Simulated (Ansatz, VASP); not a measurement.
ZrC in VASP and in Ansatz

```
Zr C
1.0
     3.27438    0.00000    0.00000
     0.00000    3.27438    0.00000
     0.00000    0.00000    6.22242
Zr C
2 2
Direct
  0.50000 0.50000 0.25000
  0.50000 0.50000 0.75000
  0.00000 0.50000 0.00000
  0.50000 0.00000 0.50000
```

Change from the starting cell: ordered vacancies on the cation sites of antifluorite (P4_2/mmc, No. 131).

Alike in both runs: functional PBE; k mesh 4 × 4 × 4; occupations gaussian, width 0.1 eV; no spin polarisation.

Ansatz relaxed the structure, and its values are those at the end. VASP's run is a single point on that final structure, the one shown.

|  | VASP | Ansatz |
| --- | --- | --- |
| version | VASP 6.6.1 | Ansatz 0.2.0 |
| potentials or method | VASP PAW PBE potentials, release 64 (Zr_sv, C), cutoff 520 eV | scalar-relativistic, plane waves, PAW |
| valence electrons in the cell | 32 | 32 |

```tsv
	VASP	Ansatz	Ansatz less VASP
gap on the k mesh at the Fermi level (eV)	none	none	-
pressure (GPa)	0.0	-0.1	-0.11
```

A gap of «none» marks a metal or a gap that the smearing closes.

The k mesh is coarse, so the values compare programs but aren't converged.
